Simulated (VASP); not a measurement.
Crystal: BaTiO3.

```xyz
5
Lattice="4.0073 0.0000 0.0000 0.0000 4.0073 0.0000 0.0000 0.0000 4.0073" Properties=species:S:1:pos:R:3 pbc="T T T"
Ba    2.0036    2.0036    2.0036
Ti    0.0000    0.0000    0.0000
O     2.0036    0.0000    0.0000
O     0.0000    2.0036    0.0000
O     0.0000    0.0000    2.0036
```

```yaml
Program: VASP 6.6.1
Task: relaxation of cell and atoms
Functional: r2SCAN
Potentials_or_basis: VASP PAW PBE potentials, release 64 (Ba_sv, Ti_sv, O)
Cutoff: 600 eV
k_mesh: 6 × 6 × 6
Occupations: gaussian, width 0.02 eV
Spin: no spin polarisation
Hubbard_terms: Ti d U = 4.0 eV
```

At the start: pressure 3.2 GPa; volume 12.87 Å³/atom.

Q: How do energy, volume and symmetry change on relaxing?

A: Over 3 steps the energy falls by 2.2 meV/atom and the volume is 13.10 Å³/atom (+1.8 %); space group Pm-3m (No. 221, to 0.05 Å).

Step by step:
```tsv
step	energy change (eV)	largest force (eV/Å)	pressure (GPa)	volume (Å³)
1	0.0000	0.0000	3.22	64.35
2	0.0025	0.0000	-3.30	66.79
3	-0.0112	0.0000	0.00	65.49
```

Final structure:
```cif
data_structure
_symmetry_space_group_name_H-M 'P 1'
_symmetry_Int_Tables_number 1
_cell_length_a 4.0308
_cell_length_b 4.0308
_cell_length_c 4.0308
_cell_angle_alpha 90.000
_cell_angle_beta 90.000
_cell_angle_gamma 90.000
_cell_volume 65.49
loop_
_atom_site_label
_atom_site_type_symbol
_atom_site_fract_x
_atom_site_fract_y
_atom_site_fract_z
_atom_site_occupancy
Ba1 Ba 0.50000 0.50000 0.50000 1
Ti1 Ti 0.00000 0.00000 0.00000 1
O1 O 0.50000 0.00000 0.00000 1
O2 O 0.00000 0.50000 0.00000 1
O3 O 0.00000 0.00000 0.50000 1
```

Caveat: the PAW data sets were made with another functional, which shifts forces and pressure a little.
